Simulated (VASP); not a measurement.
Pd, 1 atom in the cell. It takes space group Pm-3m (No. 221, cubic). The conventional cell has a = 2.772 Å, b = 2.772 Å, c = 2.772 Å, α = 90.00°, β = 90.00°, γ = 90.00°. Within 3.7 Å of Pd (site symmetry m-3m) lie 6 Pd at 2.77 Å.  This cell differs from its parent crystal: volume scaled by 1.12.

- Program: VASP 6.6.1
- Task: single point
- Functional: BLYP
- Potentials or basis: VASP PAW PBE potentials, release 64 (Pd)
- Cutoff: 520 eV
- k mesh: 13 × 13 × 13
- Occupations: fermi-dirac, width 0.1 eV
- Spin: no spin polarisation
- Dipole correction: no
- Further INCAR settings: ALGO = Normal; EDIFF = 1e-07; NBANDS = 11

Potentials or basis: VASP PAW PBE potentials, release 64 (Pd).

Command:

```console
$ cat potpaw_PBE.64/Pd/POTCAR > POTCAR
$ mpirun -np 1 vasp_std > vasp.out
```

Hardware: 1 thread of Intel(R) Xeon(R) Platinum 8259CL CPU @ 2.50GHz (Skylake/Cascade Lake), with other jobs on the host.

Task: Estimate the wall time of this run.

Result: Run time: 17 s on 1 thread of Intel(R) Xeon(R) Platinum 8259CL CPU @ 2.50GHz (Skylake/Cascade Lake), on a shared host, peak memory 0.15 GiB. Counts: scf iterations 12, k points 84.
